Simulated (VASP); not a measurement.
Set up this calculation in VASP 6.6.1, as the native input.

```
Task                   : single point
Functional             : PBE
Potentials or basis    : VASP PAW PBE potentials, release 64 (Fe)
Cutoff                 : 520 eV
k mesh                 : 24 × 24 × 24
Occupations            : fermi-dirac, width 0.05 eV
Spin                   : collinear spin, ferromagnetic start
Starting moments       : [2.655] μB
Dipole correction      : no
Further INCAR settings : ALGO = Normal; EDIFF = 1e-06; NBANDS = 14
```

The structure of Fe lies in POSCAR:

```
Fe
1.0
    0.0000000000      1.8208597540      1.8208597540
    1.8208597540      0.0000000000      1.8208597540
    1.8208597540      1.8208597540      0.0000000000
Fe
1
Direct
    0.0000000000      0.0000000000      0.0000000000
```

This isn't the form of Fe at room conditions, which is bcc.

One way to write it, as run:

INCAR

```
SYSTEM = Fe
PREC     = Accurate       ! precision mode
ENCUT    = 520            ! plane-wave cutoff, eV
EDIFF    = 1E-6           ! SCF threshold, eV
ISMEAR   = -1             ! smearing method
SIGMA    = 0.05           ! smearing width, eV
LREAL    = .False.        ! projectors in reciprocal space
LASPH    = .True.         ! aspherical terms in the spheres
NELM     = 150            ! most SCF steps
ALGO     = Normal         ! electronic algorithm
ISIF     = 2              ! what is computed and relaxed
LWAVE    = .False.        ! write WAVECAR
LCHARG   = .False.        ! write CHGCAR
ISPIN    = 2              ! spin polarisation
MAGMOM   = 2.655          ! initial moments
LORBIT   = 11             ! projections on sites
LMAXMIX  = 4              ! l up to which the mixer works
GGA      = PE             ! functional
NBANDS   = 14             ! bands
```

KPOINTS

```
regular mesh
0
Gamma
  24 24 24
  0 0 0
```

Potentials or basis: VASP PAW PBE potentials, release 64 (Fe).

Command:

```sh
$ cat potpaw_PBE.64/Fe/POTCAR > POTCAR
$ mpirun -np 1 vasp_std > vasp.out
```

Results of the run:

The pressure is -1.1 GPa and the net moment is 2.57 μB per cell. The site moments are Fe +2.57 μB. The valence electrons inside the program's atomic spheres are Fe 7.15.

Run time: 2.4 min on 1 thread of Intel(R) Xeon(R) Platinum 8488C (Sapphire Rapids), with other jobs on the host, peak memory 0.22 GiB.
